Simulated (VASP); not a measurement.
A run of VASP 6.6.1:

File POSCAR:

```
Be
1.0
    2.2995019849      0.0000000000      0.0000000000
   -1.1497509925      2.0412128133      0.0000000000
    0.0000000000      0.0000000000      3.6009000000
Be
2
Direct
    0.3333333333      0.6666666667      0.2500000000
    0.6666666667      0.3333333333      0.7500000000
```

INCAR.step1

```
SYSTEM = Be
PREC = Accurate
ENCUT = 520
ISMEAR = 0
SIGMA = 0.15
LREAL = .FALSE.
LASPH = .TRUE.
NELM = 100
NBANDS = 9
GGA = PE
ALGO = Normal
EDIFF = 1E-4
LWAVE = .TRUE.
LCHARG = .FALSE.
```

INCAR.step2

```
SYSTEM = Be
PREC = Accurate
ENCUT = 520
EDIFF = 1E-6
ISMEAR = 0
SIGMA = 0.15
LREAL = .FALSE.
LASPH = .TRUE.
NELM = 100
ALGO = Normal
ISIF = 2
LWAVE = .FALSE.
LCHARG = .FALSE.
METAGGA = R2SCAN
LMIXTAU = .TRUE.
NBANDS = 9
ISTART = 1
```

The input KPOINTS:

```
Automatic mesh
0
G
  24 24 14
  0 0 0
```

Potentials or basis: VASP PAW PBE potentials, release 64 (Be).

The run is started by

```console
$ cat potpaw_PBE.64/Be/POTCAR > POTCAR
$ cp INCAR.step1 INCAR
$ mpirun -np 1 vasp_std > vasp.out
$ cp INCAR.step2 INCAR
$ mpirun -np 1 vasp_std > vasp.out
```

Hardware: 1 thread of Intel(R) Xeon(R) Platinum 8259CL CPU @ 2.50GHz (Skylake/Cascade Lake), on a shared host.

Task: Estimate the wall time of this run.

Result: Run time: 7.5 min on 1 thread of Intel(R) Xeon(R) Platinum 8259CL CPU @ 2.50GHz (Skylake/Cascade Lake), with other jobs on the host, peak memory 0.26 GiB. Counts: k points 1256.
